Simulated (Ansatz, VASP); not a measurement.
**AlN in VASP and in Ansatz**

```
CELL_PARAMETERS angstrom
1.50807 -2.86592 0.00514
-1.46923 0.02861 -4.87451
4.26373 2.73334 0.02597
ATOMIC_POSITIONS crystal
Al 0.05607 0.91820 0.47153
Al 0.42217 0.84407 0.95856
Al 0.32447 0.36370 0.35061
Al 0.84697 0.39298 0.85626
N 0.18830 0.61978 0.11495
N 0.60526 0.61437 0.69541
N 0.74809 0.11848 0.28825
N 0.30867 0.12842 0.76443
```

Change from the starting cell: cell x2, atoms moved at random (sigma 0.1 Å) and cell strained at random (1.5 %), then relaxed without symmetry.

Alike in both runs: task relaxation of cell and atoms; functional PBE; k mesh 4 × 4 × 4; occupations gaussian, width 0.1 eV; no spin polarisation.

```csv
,VASP,Ansatz
version,VASP 6.6.1,Ansatz 0.2.0
potentials or method,"VASP PAW PBE potentials, release 64 (Al, N), cutoff 600 eV","scalar-relativistic, plane waves, PAW"
valence electrons in the cell,32,32
```

|  | VASP | Ansatz | Ansatz less VASP |
| --- | --- | --- | --- |
| gap on the k mesh at the Fermi level, each at its own relaxed structure (eV) | 3.19 | 4.40 | +1.215 |
| relaxed volume (Å³/atom) | 9.77 | 8.43 | -1.340 |
| relaxed cell length with the largest relative difference (Å) | 3.165 | 2.882 | -0.2836 |

One of these differences is far larger than is usual between the two programs; its cause wasn't traced.

The k mesh is coarse, so the values compare programs but aren't converged.
